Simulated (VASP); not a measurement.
# BN (F-43m) in VASP: settings compared, part 2 of 2

VASP 6.6.1.

## 3. G0W0 quasiparticle levels, LDA

The input, POSCAR:

```
BN
1.0
    0.0000000000      1.8048254535      1.8048254535
    1.8048254535      0.0000000000      1.8048254535
    1.8048254535      1.8048254535      0.0000000000
B N
1 1
Direct
    0.0000000000      0.0000000000      0.0000000000
    0.2500000000      0.2500000000      0.2500000000
```

The input, INCAR.step1:

```
ALGO     = Normal         # electronic algorithm
EDIFF    = 1E-8           # SCF threshold, eV
ENCUT    = 500            # plane-wave cutoff, eV
ISMEAR   = 0              # smearing method
LASPH    = True           # aspherical terms in the spheres
LCHARG   = False          # write CHGCAR
LREAL    = False          # projectors in reciprocal space
LWAVE    = True           # write WAVECAR
NELM     = 60             # most SCF steps
PREC     = Accurate       # precision mode
SIGMA    = 0.01           # smearing width, eV
```

The input, INCAR.step2:

```
ALGO     = Exact          # electronic algorithm
EDIFF    = 1E-8           # SCF threshold, eV
ENCUT    = 500            # plane-wave cutoff, eV
ISMEAR   = 0              # smearing method
ISTART   = 1            
LASPH    = True           # aspherical terms in the spheres
LCHARG   = False          # write CHGCAR
LOPTICS  = True           # frequency-dependent dielectric function
LREAL    = False          # projectors in reciprocal space
LWAVE    = True           # write WAVECAR
NBANDS   = 44             # bands
NELM     = 1              # most SCF steps
PREC     = Accurate       # precision mode
SIGMA    = 0.01           # smearing width, eV
```

The input, INCAR.step3:

```
ALGO     = EVGW0          # electronic algorithm
EDIFF    = 1E-8           # SCF threshold, eV
ENCUT    = 500            # plane-wave cutoff, eV
ENCUTGW  = 60.0           # cutoff of the response function
ISMEAR   = 0              # smearing method
ISTART   = 1            
LASPH    = True           # aspherical terms in the spheres
LCHARG   = False          # write CHGCAR
LREAL    = False          # projectors in reciprocal space
LWAVE    = False          # write WAVECAR
NBANDS   = 44             # bands
NBANDSGW = 12           
NELMGW   = 1            
NOMEGA   = 48             # frequency points
PREC     = Accurate       # precision mode
PRECFOCK = Fast         
SIGMA    = 0.01           # smearing width, eV
```

The input, KPOINTS:

```
k-points
0
Gamma
  4 4 4
```

Potentials or basis: VASP PAW LDA potentials, release 64 (B_GW, N_GW).

On the command line:

```
cat potpaw_LDA.64/B_GW/POTCAR potpaw_LDA.64/N_GW/POTCAR > POTCAR
cp INCAR.step1 INCAR
mpirun -np 1 vasp_std > vasp.out
cp INCAR.step2 INCAR
mpirun -np 1 vasp_std > vasp.out
cp INCAR.step3 INCAR
mpirun -np 1 vasp_std > vasp.out
```

OUTCAR:

```text
EDIFF = 1E-8
   ENCUT = 500
   ENCUTGW = 60.0
   ISMEAR = 0
   ISTART = 1
   LASPH = True
   LREAL = False
   NELMGW = 1
   PREC = Accurate
   PRECFOCK = Fast

 ion  position               nearest neighbor table
   1  0.000  0.000  0.000-   2 1.56   2 1.56   2 1.56   2 1.56
   2  0.250  0.250  0.250-   1 1.56   1 1.56   1 1.56   1 1.56

  LATTYP: Found a face centered cubic cell.
 ALAT       =     3.6096509070

  Lattice vectors:

 A1 = (   0.0000000000,   1.8048254535,   1.8048254535)
 A2 = (   1.8048254535,   0.0000000000,   1.8048254535)
 A3 = (   1.8048254535,   1.8048254535,   0.0000000000)

Analysis of symmetry for initial positions (statically):
=====================================================================
 Subroutine PRICEL returns:
 Original cell was already a primitive cell.

[... 148 lines left out ...]
   NELMHF              =     1    number of iterations in the inner HF iteration
   NKREDLFX            =     1    NKREDLFY  =   1   NKREDLFZ  =   1
 non-spin polarized calculation
 Gauss-broadening in eV      SIGMA  =   0.01
  energy-cutoff  :      500.00
  volume of cell :       11.76
 maximum number of plane-waves:       308
 NGX is ok and might be reduce to    20
  NGX = 12; NGY = 12; NGZ = 12
   NGX =  9   NGY =  9   NGZ =  9
 maximum number of plane-waves:        15
 NGX is ok and might be reduce to    10

 QP shifts <psi_nk| G(iteration)W_0 |psi_nk>: iteration 1
 for sc-GW calculations column KS-energies equals QP-energies in previous step
 and V_xc(KS)=  KS-energies - (<T + V_ion + V_H > + <T+V_H+V_ion>^1  + <V_x>^1)

 k-point   1 :       0.0000    0.0000    0.0000
  band No.  KS-energies  QP-energies   sigma(KS)   V_xc(KS)     V^pw_x(r,r')   Z            occupation Imag(sigma)

      1     -12.5780     -14.1573     -17.4735     -15.4345     -26.3621       0.7746       2.0000       1.4054
      2       7.5549       7.4550     -18.5595     -18.4391     -22.0509       0.8295       2.0000       0.1077
      3       7.5549       7.4550     -18.5595     -18.4391     -22.0509       0.8295       2.0000       0.1077
      4       7.5549       7.4550     -18.5595     -18.4391     -22.0509       0.8295       2.0000       0.1077
      5      16.2380      18.1291     -11.8968     -14.1650      -6.9188       0.8337       0.0000      -0.1190
      6      16.2380      18.1291     -11.8968     -14.1650      -6.9188       0.8337       0.0000      -0.1190
      7      16.2380      18.1291     -11.8968     -14.1650      -6.9188       0.8337       0.0000      -0.1190
      8      18.0565      19.3750     -13.9041     -15.5153      -8.2445       0.8184       0.0000      -0.1482
      9      32.0976      33.1576     -10.6116     -11.9372      -3.3054       0.7996       0.0000      -0.5899
     10      35.3799      36.8054     -11.7433     -13.4690      -5.4200       0.8261       0.0000      -0.5838
     11      35.3799      36.8054     -11.7433     -13.4690      -5.4200       0.8261       0.0000      -0.5838
     12      35.7014      36.8876     -10.1737     -11.5880      -3.0513       0.8387       0.0000      -0.9726
[... 100 lines left out ...]
      1      -6.5465      -7.9573     -19.2467     -17.3939     -26.8295       0.7614       2.0000       0.5971
      2       0.0149      -0.9826     -17.1288     -15.8666     -22.2719       0.7903       2.0000       0.2136
      3       0.4775      -0.2907     -16.5953     -15.6338     -21.1988       0.7990       2.0000       0.1917
      4       0.9395       0.2399     -16.1655     -15.2965     -20.4080       0.8051       2.0000       0.1733
      5      16.9972      18.6893     -13.0630     -15.0985      -8.2638       0.8313       0.0000      -0.1249
      6      20.8206      22.6911     -12.3591     -14.6680      -6.1640       0.8101       0.0000      -0.1915
      7      21.8026      23.4546     -10.8786     -12.8718      -5.2114       0.8288       0.0000      -0.1601
      8      22.2797      24.4459     -13.9980     -16.7102      -7.9548       0.7987       0.0000      -0.2009
      9      26.6598      29.1434     -13.6939     -16.8562      -6.8368       0.7854       0.0000      -0.3321
     10      32.9022      35.1295     -11.7373     -14.5380      -4.3361       0.7953       0.0000      -0.6758
     11      36.9071      38.4826     -11.4951     -13.4147      -4.2589       0.8207       0.0000      -0.9273
     12      40.7330      42.5312     -11.1162     -13.3111      -3.7227       0.8193       0.0000      -1.0866
```

OUTCAR.step1:

```text
EDIFF = 1E-8
   ENCUT = 500
   ISMEAR = 0
   LASPH = True
   LREAL = False
[... 290 lines left out ...]
      0.00000      0.00000      0.00000         0.000000     -0.000000      0.000000
      0.90241      0.90241      0.90241        -0.000000      0.000000     -0.000000
 -----------------------------------------------------------------------------------
    total drift:                                0.000001      0.000001      0.000001

  FREE ENERGIE OF THE ION-ELECTRON SYSTEM (eV)
  ---------------------------------------------------
  free  energy   TOTEN  =       -19.3576840746 eV

  energy  without entropy=      -19.3576840746  energy(sigma->0) =      -19.35768407
```

OUTCAR.step2:

```text
EDIFF = 1E-8
   ENCUT = 500
   ISMEAR = 0
   ISTART = 1
[... 688 lines left out ...]
  --------------------------------------------------------------------------------------------------------------
     0.00000     5.39615     5.39615     5.39615     0.00000     0.00000    -0.00000
     1.67975     5.48950     5.48950     5.48950     0.00000     0.00000    -0.00000
     3.35950     5.80303     5.80303     5.80303     0.00000     0.00000    -0.00000
     5.03924     6.46091     6.46091     6.46091     0.00000     0.00000    -0.00000
     6.71899     7.88727     7.88727     7.88727     0.00000     0.00000    -0.00000
     8.39874    13.70473    13.70473    13.70473     0.00000     0.00000    -0.00000
[... 92 lines left out ...]
   164.61529     0.96349     0.96349     0.96349    -0.00000    -0.00000     0.00000
   166.29504     0.96428     0.96428     0.96428    -0.00000    -0.00000     0.00000
```

Run time: 6.2 s. Hardware: 1 thread of Intel Xeon 6975P-C (Granite Rapids), shared host; peak memory 0.13 GiB.

Results:

```yaml
Band_gap_on_the_k_mesh_mean-field_level: 4.33 eV, indirect (least direct gap 8.68 eV)
Quasiparticle_gap: 5.45 eV
Least_direct_quasiparticle_gap: 10.67 eV
```

Levels at points of the mesh, in eV from the valence-band top:
```
           k point  band 2  band 3  band 4  band 5  band 6  band 7
(0.00, 0.00, 0.00)    0.00    0.00    0.00    8.68    8.68    8.68
(0.50, 0.00, 0.00)  -10.77   -1.96   -1.96   10.25   10.57   10.57
(0.50, 0.50, 0.00)   -8.93   -4.96   -4.96    4.33    9.15   17.77
```

Caveat: the k points lie up to 0.75 Å⁻¹ apart; bands, screening cutoff and mesh are small and nothing is extrapolated, so the quasiparticle values aren't converged. A k mesh can miss the band edges.
